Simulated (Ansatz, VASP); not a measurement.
# One calculation of GaP, two programs

```xyz
2
Lattice="0.0000 2.7194 2.7194 2.7194 0.0000 2.7194 2.7194 2.7194 0.0000" Properties=species:S:1:pos:R:3 pbc="T T T"
Ga    0.0000    0.0000    0.0000
P     4.0792    4.0792    4.0792
```

Alike in both runs: task single point; functional PBEsol; k mesh 14 × 14 × 14; occupations gaussian, width 0.02 eV; no spin polarisation.

|  | VASP | Ansatz |
| --- | --- | --- |
| version | VASP 6.6.1 | Ansatz 0.2.0 |
| potentials or method | VASP PAW PBE potentials, release 64 (Ga_d, P), cutoff 520 eV | scalar-relativistic, plane waves, PAW |
| valence electrons in the cell | 18 | 18 |

Ansatz gave:

| Item | Value |
| --- | --- |
| gap on the k mesh at the Fermi level (eV) | 1.45 |
| least direct gap on the mesh (eV) | 1.80 |
| pressure (GPa) | 0.0 |

Which values does VASP return?

gap on the k mesh at the Fermi level (eV): 1.46; least direct gap on the mesh (eV): 1.80; pressure (GPa): -0.1.

VASP's potentials were made for PBE, not for PBEsol, and Ansatz warns of the same on its side.
